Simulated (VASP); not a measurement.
Mg3ZnS4, 8 atoms in the cell. Symmetry: P4/mmm, No. 123, tetragonal system. Conventional cell: a = 3.677 Å, b = 3.677 Å, c = 10.397 Å, α = 90.00°, β = 90.00°, γ = 90.00°. Mg (site symmetry 4mm) has 6 S at 2.57 to 2.63 Å within 3.4 Å. Mg (site symmetry 4/mmm) has 6 S at 2.60 to 2.64 Å within 3.4 Å. Zn (site symmetry 4/mmm) has 6 S at 2.56 to 2.60 Å within 3.4 Å. S (site symmetry 4/mmm) has 2 Mg at 2.57 Å and 4 Zn at 2.60 Å within 3.4 Å. Within 3.4 Å of S (site symmetry 4mm) lie 1 Zn at 2.56 Å and 5 Mg at 2.60 to 2.64 Å. S (site symmetry 4/mmm) has 6 Mg at 2.60 to 2.63 Å within 3.4 Å. 

- Program: VASP 6.6.1
- Task: relaxation of cell and atoms
- Functional: PBE
- Potentials or basis: VASP PAW PBE potentials, release 64 (Mg, Zn, S)
- Cutoff: 600 eV
- k mesh: 8 × 8 × 4
- Occupations: gaussian, width 0.02 eV
- Spin: no spin polarisation
- Dipole correction: no
- Further INCAR settings: ALGO = Normal; EDIFF = 1e-07; IBRION = 2; EDIFFG = -0.01; NSW = 100; ISIF = 3

Potentials or basis: VASP PAW PBE potentials, release 64 (Mg, Zn, S).

Command:

```bash
$ cat potpaw_PBE.64/Mg/POTCAR potpaw_PBE.64/Zn/POTCAR potpaw_PBE.64/S/POTCAR > POTCAR
$ mpirun -np 1 vasp_std > vasp.out
```

Hardware: 1 thread of Intel(R) Xeon(R) Platinum 8259CL CPU @ 2.50GHz (Skylake/Cascade Lake) (shared host).

How long does it take, and how much memory?

It took 7.8 min on 1 thread of Intel(R) Xeon(R) Platinum 8259CL CPU @ 2.50GHz (Skylake/Cascade Lake) (shared host), peak memory 0.41 GiB. Counts: scf iterations 34, k points 45, ion steps 4.
